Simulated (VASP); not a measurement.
# SiO2 (rutile type) (P4_2/mnm) in VASP: further runs

SiO2 (rutile type) is run at these levels: PBEsol; tasks: single point, relaxation of shape and atoms at fixed volume.

Everything below comes from runs of VASP 6.6.1. Logs are shortened: lines on timing, memory, paths and dates and some standing lists are left out, and cuts for length are marked.

## (1) The cell of the first run

The structure is tetragonal, space group P4_2/mnm (No. 136). Conventional cell: a = 4.195 Å, b = 4.195 Å, c = 2.678 Å, α = 90.00°, β = 90.00°, γ = 90.00°. Si (site symmetry mmm) has 6 O at 1.77 to 1.82 Å within 2.3 Å. O (site symmetry m2m) has 3 Si at 1.77 to 1.82 Å and 1 O at 2.30 Å within 2.4 Å.

## (2) Single point, PBEsol

The input, INCAR:

```
PREC = Accurate
ENCUT = 520
EDIFF = 1E-7
ISMEAR = -1
SIGMA = 0.05
LREAL = False
LASPH = True
NELM = 80
ALGO = Normal
ISIF = 2
LWAVE = False
LCHARG = False
GGA = PS
NBANDS = 25
```

The input, KPOINTS:

```
regular mesh
0
Gamma
  8 8 11
```

The input, POSCAR:

```
SiO2
1.0
    4.1947535474      0.0000000000      0.0000000000
    0.0000000000      4.1947535474      0.0000000000
    0.0000000000      0.0000000000      2.6783698455
Si O
2 4
Direct
    0.0000000000      0.0000000000      0.0000000000
    0.5000000000      0.5000000000      0.5000000000
    0.3060671464      0.3060671464      0.0000000000
    0.6939328536      0.6939328536      0.0000000000
    0.8060671464      0.1939328536      0.5000000000
    0.1939328536      0.8060671464      0.5000000000
```

Potentials or basis: VASP PAW PBE potentials, release 64 (Si, O).

Run with:

```sh
$ cat potpaw_PBE.64/Si/POTCAR potpaw_PBE.64/O/POTCAR > POTCAR
$ mpirun -np 1 vasp_std > vasp.out
```

OUTCAR:

```text
PREC = Accurate
   ENCUT = 520
   EDIFF = 1E-7
   ISMEAR = -1
   LREAL = False
   LASPH = True
   NELM = 80
   ISIF = 2
   GGA = PS

 ion  position               nearest neighbor table
   1  0.000  0.000  0.000-   5 1.77   6 1.77   5 1.77   6 1.77   3 1.82   4 1.82
   2  0.500  0.500  0.500-   3 1.77   4 1.77   3 1.77   4 1.77   5 1.82   6 1.82
   3  0.306  0.306  0.000-   2 1.77   2 1.77   1 1.82
   4  0.694  0.694  0.000-   2 1.77   2 1.77   1 1.82
   5  0.806  0.194  0.500-   1 1.77   1 1.77   2 1.82
   6  0.194  0.806  0.500-   1 1.77   1 1.77   2 1.82

  LATTYP: Found a simple tetragonal cell.
 ALAT       =     4.1947535474
 C/A-ratio  =     0.6385046977

  Lattice vectors:

 A1 = (   4.1947535474,   0.0000000000,   0.0000000000)
 A2 = (   0.0000000000,   4.1947535474,   0.0000000000)
 A3 = (   0.0000000000,   0.0000000000,   2.6783698455)

Analysis of symmetry for initial positions (statically):
=====================================================================
 Subroutine PRICEL returns:
 Original cell was already a primitive cell.

 Routine SETGRP: Setting up the symmetry group for a
 simple tetragonal supercell.

 Subroutine GETGRP returns: Found 16 space group operations
 (whereof  8 operations were pure point group operations)
 out of a pool of 16 trial point group operations.

The static configuration has the point symmetry D_2h.
 The point group associated with its full space group is D_4h.

Analysis of symmetry for dynamics (positions and initial velocities):
=====================================================================
 Subroutine PRICEL returns:
 Original cell was already a primitive cell.

 Routine SETGRP: Setting up the symmetry group for a
 simple tetragonal supercell.

 Subroutine GETGRP returns: Found 16 space group operations
 (whereof  8 operations were pure point group operations)
 out of a pool of 16 trial point group operations.

The dynamic configuration has the point symmetry D_2h.
 The point group associated with its full space group is D_4h.

 Subroutine INISYM returns: Found 16 space group operations
 (whereof  8 operations are pure point group operations),
 and found     1 'primitive' translations

----------------------------------------------------------------------------------------

                                     Primitive cell

  volume of cell :      47.1285

  direct lattice vectors                    reciprocal lattice vectors
     4.194753547  0.000000000  0.000000000     0.238393028  0.000000000  0.000000000
     0.000000000  4.194753547  0.000000000     0.000000000  0.238393028  0.000000000
     0.000000000  0.000000000  2.678369845     0.000000000  0.000000000  0.373361432

  length of vectors
     4.194753547  4.194753547  2.678369845     0.238393028  0.238393028  0.373361432

  position of ions in fractional coordinates (direct lattice)
     0.000000000  0.000000000  0.000000000
     0.500000000  0.500000000  0.500000000
     0.306067146  0.306067146  0.000000000
     0.693932854  0.693932854  0.000000000
     0.806067146  0.193932854  0.500000000
     0.193932854  0.806067146  0.500000000

  ion indices of the primitive-cell ions
   primitive index   ion index
                 1           1
                 2           2
                 3           3
                 4           4
                 5           5
                 6           6

----------------------------------------------------------------------------------------

 KPOINTS: regular mesh

Automatic generation of k-mesh.
 Grid dimensions read from file:
 generate k-points for:    8    8   11

 Generating k-lattice:

  Cartesian coordinates                     Fractional coordinates (reciprocal lattice)
     0.029799129  0.000000000  0.000000000     0.125000000  0.000000000  0.000000000
     0.000000000  0.029799129  0.000000000     0.000000000  0.125000000  0.000000000
     0.000000000  0.000000000  0.033941948     0.000000000  0.000000000  0.090909091

  Length of vectors
     0.029799129  0.029799129  0.033941948

  Shift w.r.t. Gamma in fractional coordinates (k-lattice)
     0.000000000  0.000000000  0.000000000

 Subroutine IBZKPT returns following result:
 ===========================================

 Found     90 irreducible k-points:

 Following reciprocal coordinates:
            Coordinates               Weight
  0.000000  0.000000  0.000000      1.000000
  0.125000  0.000000  0.000000      4.000000
  0.250000  0.000000  0.000000      4.000000
  0.375000  0.000000  0.000000      4.000000
  0.500000  0.000000  0.000000      2.000000
  0.125000  0.125000  0.000000      4.000000
[... 16 lines left out ...]
  0.375000  0.125000  0.090909     16.000000
  0.500000  0.125000  0.090909      8.000000
 [... further k-points ...]
   k-points           NKPTS =     90   k-points in BZ     NKDIM =     90   number of bands    NBANDS=     25
   number of dos      NEDOS =    301   number of ions     NIONS =      6
   total plane-waves  NPLWV =  20480
   dimension x,y,z NGX =    32 NGY =   32 NGZ =   20
   dimension x,y,z NGXF=    64 NGYF=   64 NGZF=   40
   ions per type =               2   4
   NGX,Y,Z   is equivalent  to a cutoff of  12.68, 12.68, 12.41 a.u.
   NGXF,Y,Z  is equivalent  to a cutoff of  25.36, 25.36, 24.83 a.u.
 SYSTEM =  unknown system
   PREC   = accura    normal or accurate (medium, high low for compatibility)
   ISTART =      0    job   : 0-new  1-cont  2-samecut
   ICHARG =      2    charge: 1-file 2-atom 10-const
   ISPIN  =      1    spin polarized calculation?
   LNONCOLLINEAR =      F non collinear calculations
   LSORBIT =      F    spin-orbit coupling
   LASPH  =      T    aspherical Exc in radial PAW
   ENCUT  =  520.0 eV  38.22 Ry    6.18 a.u.   7.80  7.80  4.98*2*pi/ulx,y,z
   NELM   =     80;   NELMIN=  2; NELMDL= -5     # of ELM steps
   EDIFF  = 0.1E-06   stopping-criterion for ELM
   LREAL  =      F    real-space projection
   EDIFFG = 0.1E-05   stopping-criterion for IOM
   NSW    =      0    number of steps for IOM
   IBRION =     -1    ionic relax: 0-MD 1-quasi-New 2-CG
   NFREE  =      0    steps in history (QN), initial steepest desc. (CG)
   ISIF   =      2    stress and relaxation
   ISYM   =      2    0-nonsym 1-usesym 2-fastsym
   POTIM  = 0.5000    time-step for ionic-motion
   TEBEG  =    0.0;   TEEND  =   0.0 temperature during run
   PSTRESS=    0.0 pullay stress
   NELECT =      32.0000    total number of electrons
   NUPDOWN=      -1.0000    fix difference up-down
   EMIN   =  10.00;   EMAX   =-10.00  energy-range for DOS
   EFERMI =   0.00;   METHOD = LEGACY
   ISMEAR =    -1;   SIGMA  =   0.05  broadening in eV -4-tet -1-fermi 0-gaus
   EFERMI_NEDOS =   21; number of points for ismear=-14 and -15
   IALGO  =     38    algorithm
   IMIX   =      4    mixing-type and parameters
     AMIX     =   0.40;   BMIX     =  1.00
     AMIX_MAG =   1.60;   BMIX_MAG =  1.00
  volume/ion in A,a.u.               =       7.85        53.01
  Fermi-wavevector in a.u.,A,eV,Ry     =   1.438899  2.719125 28.169919  2.070431
  Thomas-Fermi vector in A             =   2.557815
   LORBIT       =      0    0 simple, 1 ext, 2 COOP (PROOUT), +10 PAW based schemes
   GGA     = PS    functional components
   LHFCALC =     F    Hartree Fock is set to
   AEXX    =    0.0000 exact exchange contribution
   IVDW    =     0    specifies the selected vdW correction
   LEPSILON=     F    determine dielectric tensor
   LRPA    =     F    only Hartree local field effects (RPA)
 non-spin polarized calculation
  energy-cutoff  :      520.00
  volume of cell :       47.13
 maximum number of plane-waves:      1280
 NGX is ok and might be reduce to    32
   NGX = 15   NGY = 15   NGZ =  9

 number of electron      31.9999978 magnetization

 Free energy of the ion-electron system (eV)
  ---------------------------------------------------
  ext. energy  EPLUGINS =         0.00000000
  ---------------------------------------------------
  free energy    TOTEN  =       -48.98539959 eV

  energy without entropy =      -48.98539959  energy(sigma->0) =      -48.98539959

 E-fermi :   8.9940     XC(G=0): -12.4671

 val. band max:        8.0052292470   @ k =   0.0000   0.0000   0.0000
 cond. band min:      13.3654240097   @ k =   0.0000   0.0000   0.0000
 fundamental gap:      5.3601947627
 Fermi energy:         8.9940426178

 k-point     1 :       0.0000    0.0000    0.0000
  band No.  band energies     occupation
      1     -14.4449      2.00000
      2     -10.8140      2.00000
      3     -10.8140      2.00000
      4     -10.5857      2.00000
      5      -2.8592      2.00000
      6       1.5699      2.00000
[... 17 lines left out ...]
     24      22.0176      0.00000
     25      23.5227      0.00000

 k-point     2 :       0.1250    0.0000    0.0000
  band No.  band energies     occupation
      1     -14.3631      2.00000
      2     -11.2715      2.00000
      3     -10.7722      2.00000
      4     -10.3038      2.00000
      5      -2.7483      2.00000
      6       1.0912      2.00000
[... 17 lines left out ...]
     24      21.6370      0.00000
     25      23.3921      0.00000

 k-point     3 :       0.2500    0.0000    0.0000
  band No.  band energies     occupation
      1     -14.1214      2.00000
      2     -11.9209      2.00000
      3     -10.6540      2.00000
      4     -10.1396      2.00000
      5      -2.4330      2.00000
      6       0.2623      2.00000
[... 17 lines left out ...]
     24      21.2792      0.00000
     25      23.0739      0.00000

 k-point     4 :       0.3750    0.0000    0.0000
  band No.  band energies     occupation
      1     -13.7302      2.00000
      2     -12.5903      2.00000
      3     -10.4823      2.00000
      4     -10.1586      2.00000
      5      -1.9477      2.00000
      6      -0.5700      2.00000
[... 17 lines left out ...]
     24      21.8942      0.00000
     25      22.2706      0.00000

 k-point     5 :       0.5000    0.0000    0.0000
  band No.  band energies     occupation
      1     -13.2094      2.00000
      2     -13.2094      2.00000
      3     -10.2971      2.00000
      4     -10.2971      2.00000
      5      -1.3190      2.00000
      6      -1.3190      2.00000
[... 17 lines left out ...]
     24      21.3025      0.00000
     25      22.6967      0.00000

 k-point     6 :       0.1250    0.1250    0.0000
  band No.  band energies     occupation
      1     -14.2826      2.00000
      2     -11.4318      2.00000
      3     -10.8707      2.00000
      4     -10.1872      2.00000
      5      -2.6280      2.00000
      6       0.9731      2.00000
[... 17 lines left out ...]
     24      21.5232      0.00000
     25      23.4743      0.00000
[... 393 lines left out ...]
 k-point    21 :       0.1250    0.1250    0.0909
  band No.  band energies     occupation
      1     -14.1743      2.00000
      2     -11.3722      2.00000
      3     -10.8125      2.00000
      4     -10.1721      2.00000
      5      -2.5702      2.00000
      6       0.9310      2.00000
[... 17 lines left out ...]
     24      21.4748      0.00000
     25      22.8715      0.00000

 k-point    22 :       0.2500    0.1250    0.0909
  band No.  band energies     occupation
      1     -13.9389      2.00000
      2     -11.8659      2.00000
      3     -10.7590      2.00000
      4     -10.1098      2.00000
      5      -2.2192      2.00000
      6       0.3451      2.00000
[... 17 lines left out ...]
     24      21.4329      0.00000
     25      22.2663      0.00000

 k-point    23 :       0.3750    0.1250    0.0909
  band No.  band energies     occupation
      1     -13.5595      2.00000
      2     -12.4725      2.00000
      3     -10.5868      2.00000
      4     -10.1950      2.00000
      5      -1.7055      2.00000
      6      -0.3751      2.00000
[... 17 lines left out ...]
     24      21.4366      0.00000
     25      22.2187      0.00000

 k-point    24 :       0.5000    0.1250    0.0909
  band No.  band energies     occupation
      1     -13.0584      2.00000
      2     -13.0584      2.00000
      3     -10.3773      2.00000
      4     -10.3773      2.00000
      5      -1.0787      2.00000
      6      -1.0787      2.00000
[... 17 lines left out ...]
     24      20.8508      0.00000
     25      22.5324      0.00000

 [... further k-points ...]

------------------------ aborting loop because EDIFF is reached ----------------------------------------

  FORCE on cell =-STRESS in cart. coord.  units (eV):
  Direction    XX          YY          ZZ          XY          YZ          ZX
  --------------------------------------------------------------------------------------
  -------------------------------------------------------------------------------------
  Total        0.1083567      0.1083567      0.3813030      0.0000000      0.0000000      0.0000000
  in kB        3.6836902      3.6836902     12.9627549      0.0000000      0.0000000      0.0000000
  external PRESSURE =       6.7767118 kB  Pullay stress =       0.0000000 kB

 VOLUME and BASIS-vectors are now :
 -----------------------------------------------------------------------------
  energy-cutoff  :      520.00
  volume of cell :       47.13
      direct lattice vectors                 reciprocal lattice vectors
     4.194753547  0.000000000  0.000000000     0.238393028  0.000000000  0.000000000
     0.000000000  4.194753547  0.000000000     0.000000000  0.238393028  0.000000000
     0.000000000  0.000000000  2.678369845     0.000000000  0.000000000  0.373361432

 POSITION                                       TOTAL-FORCE (eV/Angst)
 -----------------------------------------------------------------------------------
      0.00000      0.00000      0.00000         0.000000      0.000000      0.000000
      2.09738      2.09738      1.33918         0.000000      0.000000      0.000000
      1.28388      1.28388      0.00000        -0.025438     -0.025438     -0.000000
      2.91088      2.91088      0.00000         0.025438      0.025438      0.000000
      3.38125      0.81350      1.33918        -0.025438      0.025438      0.000000
      0.81350      3.38125      1.33918         0.025438     -0.025438     -0.000000
 -----------------------------------------------------------------------------------
    total drift:                                0.000000      0.000000      0.000000

  FREE ENERGIE OF THE ION-ELECTRON SYSTEM (eV)
  ---------------------------------------------------
  free  energy   TOTEN  =       -48.9853995920 eV

  energy  without entropy=      -48.9853995920  energy(sigma->0) =      -48.98539959
```

Wall time 26 s (1 thread of Intel Xeon 6975P-C (Granite Rapids), shared host); peak memory 0.2 GiB.

What came out:

- Free energy: -48.9854 eV
- Pressure: 0.7 GPa
- Largest force: 0.036 eV/Å
- Band gap on the k mesh: 5.36 eV

Forces on the atoms (eV/Å):
```
Si   0.000  0.000  0.000
Si   0.000  0.000  0.000
O   -0.025 -0.025  0.000
O    0.025  0.025  0.000
O   -0.025  0.025  0.000
O    0.025 -0.025  0.000
```

Stress tensor (GPa, compression positive):
```
0.37 0.00 0.00
0.00 0.37 0.00
0.00 0.00 1.30
```

Caveat: the PAW data sets were made with another functional, which shifts forces and pressure a little. A k mesh can miss the band edges.

## (3) Relaxation of shape and atoms at fixed volume, PBEsol

This run uses another cell than the first one, of 4.87 Å³/atom.

The input, INCAR:

```
SYSTEM = SiO2
PREC     = Accurate       ! precision mode
ENCUT    = 600            ! plane-wave cutoff, eV
EDIFF    = 1E-6           ! SCF threshold, eV
ISMEAR   = -1             ! smearing method
SIGMA    = 0.05           ! smearing width, eV
LREAL    = .False.        ! projectors in reciprocal space
LASPH    = .True.         ! aspherical terms in the spheres
NELM     = 60             ! most SCF steps
ALGO     = Normal         ! electronic algorithm
ISIF     = 4              ! what is computed and relaxed
LWAVE    = .False.        ! write WAVECAR
LCHARG   = .False.        ! write CHGCAR
GGA      = PS             ! functional
IBRION   = 2              ! ionic algorithm
NSW      = 50             ! ionic steps
EDIFFG   = -0.005         ! ionic threshold
```

The input, KPOINTS:

```
regular mesh
0
Gamma
  8 8 11
  0 0 0
```

Changes to POSCAR since step 2:

```diff
@@ -2,5 +2,5 @@
 1.0
-    4.1947535474      0.0000000000      0.0000000000
-    0.0000000000      4.1947535474      0.0000000000
-    0.0000000000      0.0000000000      2.6783698455
+    3.5768743129      0.0000000000      0.0000000000
+    0.0000000000      3.5768743129      0.0000000000
+    0.0000000000      0.0000000000      2.2838510517
 Si O
```

Potentials or basis: VASP PAW PBE potentials, release 64 (Si, O).

Run with:

```sh
$ cat potpaw_PBE.64/Si/POTCAR potpaw_PBE.64/O/POTCAR > POTCAR
$ mpirun -np 1 vasp_std > vasp.out
```

It took 1.8 min on 1 thread of Intel Xeon 6975P-C (Granite Rapids), shared host; peak memory 0.17 GiB.

The run converged. Its results:

```yaml
Free_energy: -34.3775 eV
Pressure_after_relaxing: 389.8 GPa
Band_gap_on_the_k_mesh: 6.86 eV
```

Forces on the atoms (eV/Å):
```
Si   0.000  0.000  0.000
Si   0.000  0.000  0.000
O    0.002  0.002  0.000
O   -0.002 -0.002  0.000
O    0.002 -0.002  0.000
O   -0.002  0.002  0.000
```

Final structure:
```yaml
crystal:
  lattice:
    - [3.54520, 0.00000, 0.00000]
    - [0.00000, 3.54520, 0.00000]
    - [0.00000, 0.00000, 2.32484]
  atoms:
    - { symbol: Si, position: [0.00000, 0.00000, 0.00000] }
    - { symbol: Si, position: [0.50000, 0.50000, 0.50000] }
    - { symbol: O, position: [0.29822, 0.29822, 0.00000] }
    - { symbol: O, position: [0.70178, 0.70178, 0.00000] }
    - { symbol: O, position: [0.79822, 0.20178, 0.50000] }
    - { symbol: O, position: [0.20178, 0.79822, 0.50000] }
```

Levels at points of the mesh, in eV from the valence-band top:
```
           k point  band 14  band 15  band 16  band 17  band 18  band 19
(0.00, 0.00, 0.00)    -1.22    -1.22     0.00     6.86    11.67    11.77
(0.50, 0.00, 0.00)    -3.87    -1.55    -1.55    10.40    10.40    13.57
(0.50, 0.50, 0.00)    -4.41    -4.34    -4.34    11.26    11.26    14.19
```

Caveat: the PAW data sets were made with another functional, which shifts forces and pressure a little. A k mesh can miss the band edges.
